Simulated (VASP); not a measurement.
# TiO2 (Baddeleyite) (P2_1/c) in VASP: electric field gradients with PBE

Aim: the electric field gradients of TiO2 (Baddeleyite) with PBE.

Everything below comes from runs of VASP 6.6.1. Logs are shortened: lines on timing, memory, paths and dates and some standing lists are left out, and cuts for length are marked.

### Step 1. The cell of the first run

The structure is monoclinic, space group P2_1/c (No. 14). The conventional cell has a = 4.589 Å, b = 4.849 Å, c = 4.736 Å, α = 90.00°, β = 98.60°, γ = 90.00°. Ti (site symmetry 1) has 7 O at 1.82 to 2.27 Å within 2.4 Å. O (site symmetry 1) has 3 Ti at 1.92 to 2.27 Å and 3 O at 2.41 to 2.49 Å within 2.5 Å. Within 2.4 Å of O (site symmetry 1) lie 4 Ti at 1.82 to 2.11 Å and 3 O at 2.32 to 2.38 Å.

### Step 2. Electric field gradients, PBE

Input file INCAR:

```
  ALGO = Normal
  EDIFF = 1E-8
  ENCUT = 520
  GGA = PE
  GGA_COMPAT = False
  ISIF = 2
  ISMEAR = -1
  LASPH = True
  LCHARG = False
  LEFG = True
  LREAL = False
  LWAVE = False
  NBANDS = 60
  NELM = 120
  PREC = Accurate
  SIGMA = 0.01
```

Input file KPOINTS:

```
k-points
0
Gamma
  6 6 6
```

Input file POSCAR:

```
TiO2
1.0
    4.5890000000      0.0000000000      0.0000000000
    0.0000000000      4.8490000000      0.0000000000
   -0.7081993865      0.0000000000      4.6827502206
Ti O
4 8
Direct
    0.3090000000      0.0450000000      0.2180000000
    0.6910000000      0.5450000000      0.2820000000
    0.6910000000      0.9550000000      0.7820000000
    0.3090000000      0.4550000000      0.7180000000
    0.0560000000      0.3470000000      0.2820000000
    0.9440000000      0.8470000000      0.2180000000
    0.9440000000      0.6530000000      0.7180000000
    0.0560000000      0.1530000000      0.7820000000
    0.4250000000      0.7270000000      0.4630000000
    0.5750000000      0.2270000000      0.0370000000
    0.5750000000      0.2730000000      0.5370000000
    0.4250000000      0.7730000000      0.9630000000
```

Potentials or basis: VASP PAW PBE potentials, release 64 (Ti_sv, O).

The run is started by

```sh
cat potpaw_PBE.64/Ti_sv/POTCAR potpaw_PBE.64/O/POTCAR > POTCAR
mpirun -np 1 vasp_std > vasp.out
```

OUTCAR:

```text
EDIFF = 1E-8
   ENCUT = 520
   GGA = PE
   ISIF = 2
   ISMEAR = -1
   LASPH = True
   LREAL = False
   NELM = 120
   PREC = Accurate

 ion  position               nearest neighbor table
   1  0.309  0.045  0.218-  10 1.82  12 1.92   5 1.92   6 1.93   9 1.96  11 2.11   8 2.27
   2  0.691  0.545  0.282-   9 1.82  11 1.92   6 1.92   5 1.93  10 1.96  12 2.11   7 2.27
   3  0.691  0.955  0.782-  12 1.82  10 1.92   7 1.92   8 1.93  11 1.96   9 2.11   6 2.27
   4  0.309  0.455  0.718-  11 1.82   9 1.92   8 1.92   7 1.93  12 1.96  10 2.11   5 2.27
   5  0.056  0.347  0.282-   1 1.92   2 1.93   4 2.27
   6  0.944  0.847  0.218-   2 1.92   1 1.93   3 2.27
   7  0.944  0.653  0.718-   3 1.92   4 1.93   2 2.27
   8  0.056  0.153  0.782-   4 1.92   3 1.93   1 2.27
   9  0.425  0.727  0.463-   2 1.82   4 1.92   1 1.96   3 2.11
  10  0.575  0.227  0.037-   1 1.82   3 1.92   2 1.96   4 2.11
  11  0.575  0.273  0.537-   4 1.82   2 1.92   3 1.96   1 2.11
  12  0.425  0.773  0.963-   3 1.82   1 1.92   4 1.96   2 2.11

  LATTYP: Found a simple monoclinic cell.
 ALAT       =     4.5890000000
 B/A-ratio  =     1.0566572238
 C/A-ratio  =     1.0320331227
 COS(beta)  =    -0.1495353434

  Lattice vectors:

 A1 = (   4.5890000000,   0.0000000000,   0.0000000000)
 A2 = (   0.0000000000,   4.8490000000,   0.0000000000)
 A3 = (  -0.7081993865,   0.0000000000,   4.6827502206)

Analysis of symmetry for initial positions (statically):
=====================================================================
 Subroutine PRICEL returns:
 Original cell was already a primitive cell.

 Routine SETGRP: Setting up the symmetry group for a
 simple monoclinic supercell.

 Subroutine GETGRP returns: Found  4 space group operations
 (whereof  2 operations were pure point group operations)
 out of a pool of  4 trial point group operations.

The static configuration has the point symmetry S_2 .
 The point group associated with its full space group is C_2h.

Analysis of symmetry for dynamics (positions and initial velocities):
=====================================================================
 Subroutine PRICEL returns:
 Original cell was already a primitive cell.

 Routine SETGRP: Setting up the symmetry group for a
[... 1708 lines left out ...]
  energy-cutoff  :      520.00
  volume of cell :      104.20
      direct lattice vectors                 reciprocal lattice vectors
     4.589000000  0.000000000  0.000000000     0.217912399  0.000000000  0.032956152
     0.000000000  4.849000000  0.000000000     0.000000000  0.206228088  0.000000000
    -0.708199387  0.000000000  4.682750221     0.000000000  0.000000000  0.213549720

 POSITION                                       TOTAL-FORCE (eV/Angst)
 -----------------------------------------------------------------------------------
      1.26361      0.21821      1.02084        -5.916287      0.680144      0.768206
      2.97129      2.64271      1.32054         5.916287      0.680144     -0.768206
      2.61719      4.63079      3.66191         5.916287     -0.680144     -0.768206
      0.90951      2.20629      3.36221        -5.916287     -0.680144      0.768206
      0.05727      1.68260      1.32054         1.774479      0.007812      1.139610
      4.17763      4.10710      1.02084        -1.774479      0.007812     -1.139610
      3.82353      3.16640      3.36221        -1.774479     -0.007812     -1.139610
     -0.29683      0.74190      3.66191         1.774479     -0.007812      1.139610
      1.62243      3.52522      2.16811        -0.397354      3.377330      1.209177
      2.61247      1.10072      0.17326         0.397354      3.377330     -1.209177
      2.25837      1.32378      2.51464         0.397354     -3.377330     -1.209177
      1.26833      3.74828      4.50949        -0.397354     -3.377330      1.209177
 -----------------------------------------------------------------------------------
    total drift:                                0.000000     -0.000000     -0.000000

  FREE ENERGIE OF THE ION-ELECTRON SYSTEM (eV)
  ---------------------------------------------------
  free  energy   TOTEN  =      -102.0836568021 eV

  energy  without entropy=     -102.0836568021  energy(sigma->0) =     -102.08365680

 Electric field gradients (V/A^2)
---------------------------------------------------------------------
 ion       V_xx      V_yy      V_zz      V_xy      V_xz      V_yz
---------------------------------------------------------------------
   1     -17.644   -42.211    59.855   -26.715    42.730     6.806
   2     -17.644   -42.211    59.855    26.715    42.730    -6.806
   3     -17.644   -42.211    59.855   -26.715    42.730     6.806
   4     -17.644   -42.211    59.855    26.715    42.730    -6.806
   5      11.473   -16.468     4.995   -27.025    -9.423    18.093
   6      11.473   -16.468     4.995    27.025    -9.423   -18.093
   7      11.473   -16.468     4.995   -27.025    -9.423    18.093
   8      11.473   -16.468     4.995    27.025    -9.423   -18.093
   9     -11.006    21.840   -10.834    12.459    -1.081    -9.184
  10     -11.006    21.840   -10.834   -12.459    -1.081     9.184
  11     -11.006    21.840   -10.834    12.459    -1.081    -9.184
  12     -11.006    21.840   -10.834   -12.459    -1.081     9.184
---------------------------------------------------------------------

 Electric field gradients after diagonalization (V/A^2)
 (convention: |V_zz| > |V_xx| > |V_yy|)
----------------------------------------------------------------------
 ion       V_xx      V_yy      V_zz     asymmetry (V_yy - V_xx)/ V_zz
----------------------------------------------------------------------
   1     -66.803   -12.171    78.973       0.692
   2     -66.803   -12.171    78.973       0.692
   3     -66.803   -12.171    78.973       0.692
   4     -66.803   -12.171    78.973       0.692
   5     -35.995    -1.717    37.711       0.909
   6     -35.995    -1.717    37.711       0.909
   7     -35.995    -1.717    37.711       0.909
   8     -35.995    -1.717    37.711       0.909
   9     -16.241   -11.896    28.137       0.154
  10     -16.241   -11.896    28.137       0.154
  11     -16.241   -11.896    28.137       0.154
  12     -16.241   -11.896    28.137       0.154
----------------------------------------------------------------------

           NMR quadrupolar parameters

 Cq : quadrupolar parameter    Cq=e*Q*V_zz/h
 eta: asymmetry parameters     (V_yy - V_xx)/ V_zz
 Q  : nuclear electric quadrupole moment in mb (millibarn)
----------------------------------------------------------------------
 ion       Cq(MHz)       eta       Q (mb)
----------------------------------------------------------------------
   1       0.191       0.692       1.000
   2       0.191       0.692       1.000
   3       0.191       0.692       1.000
   4       0.191       0.692       1.000
   5       0.091       0.909       1.000
   6       0.091       0.909       1.000
   7       0.091       0.909       1.000
   8       0.091       0.909       1.000
   9       0.068       0.154       1.000
  10       0.068       0.154       1.000
  11       0.068       0.154       1.000
  12       0.068       0.154       1.000
----------------------------------------------------------------------
```

OSZICAR:

```text
N       E                     dE             d eps       ncg     rms          rms(c)
DAV:   1     0.155974440100E+04    0.15597E+04   -0.47384E+04  9632   0.199E+03
DAV:   2     0.190501975314E+03   -0.13692E+04   -0.12941E+04  9712   0.620E+02
DAV:   3    -0.112617997899E+03   -0.30312E+03   -0.29043E+03 12220   0.251E+02
[... 13 lines left out ...]
DAV:  17    -0.102083657564E+03    0.26452E-07   -0.73966E-05 13760   0.421E-02    0.836E-03
DAV:  18    -0.102083657809E+03   -0.24478E-06   -0.40854E-06 12016   0.114E-02    0.871E-03
DAV:  19    -0.102083656750E+03    0.10590E-05   -0.38103E-06 14408   0.978E-03    0.712E-04
DAV:  20    -0.102083656794E+03   -0.44407E-07   -0.28103E-07 11284   0.253E-03    0.143E-04
DAV:  21    -0.102083656802E+03   -0.79981E-08   -0.16254E-08  7588   0.630E-04
   1 F= -.10208366E+03 E0= -.10208366E+03  d E =-.160654E-11
```

Wall time 13 min (1 thread of Intel Xeon 6975P-C, shared host); peak memory 0.45 GiB.

Results:

- Free energy: -102.0837 eV
- Pressure: 34.7 GPa
- Largest force: 6.005 eV/Å
- Band gap on the k mesh: 1.17 eV, direct

Forces in eV/Å, atoms in the order of the input:
```
Ti  -5.916  0.680  0.768
Ti   5.916  0.680 -0.768
Ti   5.916 -0.680 -0.768
Ti  -5.916 -0.680  0.768
O    1.774  0.008  1.140
O   -1.774  0.008 -1.140
O   -1.774 -0.008 -1.140
O    1.774 -0.008  1.140
O   -0.397  3.377  1.209
O    0.397  3.377 -1.209
O    0.397 -3.377 -1.209
O   -0.397 -3.377  1.209
```

Stress tensor (GPa, compression positive):
```
28.08  0.00 -9.73
 0.00 36.04  0.00
-9.73  0.00 39.85
```

Levels at points of the mesh, in eV from the valence-band top:
```
           k point  band 44  band 45  band 46  band 47  band 48  band 49  band 50  band 51  band 52  band 53
(0.00, 0.00, 0.00)    -1.47    -1.24    -0.27    -0.26    -0.14     1.20     1.86     1.94     2.47     2.48
(0.50, 0.00, 0.00)    -1.55    -1.34    -0.81    -0.25     0.00     1.17     1.75     2.13     2.28     2.41
(0.00, 0.50, 0.00)    -2.08    -1.01    -1.01    -0.54    -0.54     1.62     1.62     2.28     2.28     2.72
(0.50, 0.50, 0.00)    -2.16    -1.83    -1.83    -0.74    -0.74     1.77     1.77     2.20     2.20     2.96
(0.00, 0.00, 0.50)    -2.29    -1.13    -1.13    -0.30    -0.30     1.72     1.72     2.30     2.30     2.95
(0.50, 0.00, 0.50)    -1.90    -1.65    -1.65    -0.27    -0.27     1.59     1.59     2.49     2.49     2.72
(0.00, 0.50, 0.50)    -2.06    -1.53    -1.53    -0.89    -0.89     1.64     1.64     2.06     2.06     2.58
(0.50, 0.50, 0.50)    -2.28    -1.56    -1.56    -1.52    -1.52     1.90     1.90     1.98     1.98     2.93
```

Electric field gradients, principal values (V/Å²):
```csv
atom,least,middle,greatest (by size)
1 Ti,-12.171,-66.803,78.973
2 Ti,-12.171,-66.803,78.973
3 Ti,-12.171,-66.803,78.973
4 Ti,-12.171,-66.803,78.973
5 O,-1.717,-35.995,37.711
6 O,-1.717,-35.995,37.711
7 O,-1.717,-35.995,37.711
8 O,-1.717,-35.995,37.711
9 O,-11.896,-16.241,28.137
10 O,-11.896,-16.241,28.137
11 O,-11.896,-16.241,28.137
12 O,-11.896,-16.241,28.137
```

Caveat: without QUAD_EFG the Cq values of the log hold for a quadrupole moment of 1 mb, not for the nuclei; forces of over 1 eV/Å act on the atoms, so gaps and moduli don't describe the material at rest.
